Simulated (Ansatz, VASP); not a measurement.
**Rb2YOsC6N6 in VASP and in Ansatz**

```
CELL_PARAMETERS angstrom
0.00000 5.55293 5.55293
5.55293 0.00000 5.55293
5.55293 5.55293 0.00000
ATOMIC_POSITIONS crystal
Rb 0.25000 0.25000 0.25000
Rb 0.75000 0.75000 0.75000
Y 0.50000 0.50000 0.50000
Os 0.00000 0.00000 0.00000
C 0.81851 0.18149 0.18149
C 0.18149 0.81851 0.18149
C 0.18149 0.18149 0.81851
C 0.18149 0.81851 0.81851
C 0.81851 0.18149 0.81851
C 0.81851 0.81851 0.18149
N 0.71169 0.28831 0.28831
N 0.28831 0.71169 0.28831
N 0.28831 0.28831 0.71169
N 0.28831 0.71169 0.71169
N 0.71169 0.28831 0.71169
N 0.71169 0.71169 0.28831
```

Alike in both runs: functional PBE; k mesh 6 × 6 × 6; occupations gaussian, width 0.1 eV; no spin polarisation.

Ansatz relaxed the structure, and its values are those at the end. VASP's run is a single point on that final structure, the one shown.

|  | VASP | Ansatz |
| --- | --- | --- |
| version | VASP 6.6.1 | Ansatz 0.2.0 |
| potentials or method | VASP PAW PBE potentials, release 64 (Rb_sv, Y_sv, Os, C, N), cutoff 520 eV | scalar-relativistic, plane waves, PAW |
| valence electrons in the cell | 91 | 99 |

VASP gave:

| Item | Value |
| --- | --- |
| gap on the k mesh at the Fermi level (eV) | none |
| pressure (GPa) | 0.4 |
| rms of the force components (eV/Å) | 0.132 |

**Question.** Which values does Ansatz return?

**Answer.** gap on the k mesh at the Fermi level (eV): none; pressure (GPa): 0.0; rms of the force components (eV/Å): 0.001.

A gap of «none» marks a metal or a gap that the smearing closes. One of these differences is far larger than is usual between the two programs; its cause wasn't traced. The functional is the same, so the differences come from potentials, cutoffs and numerics. VASP's potentials hold 91 valence electrons a cell and Ansatz's 99, so a difference there can come from the potentials and not from the codes.

Spin-orbit coupling is off throughout. Noted on VASP's run: the standard files for N, O and F lose accuracy on very short bonds.
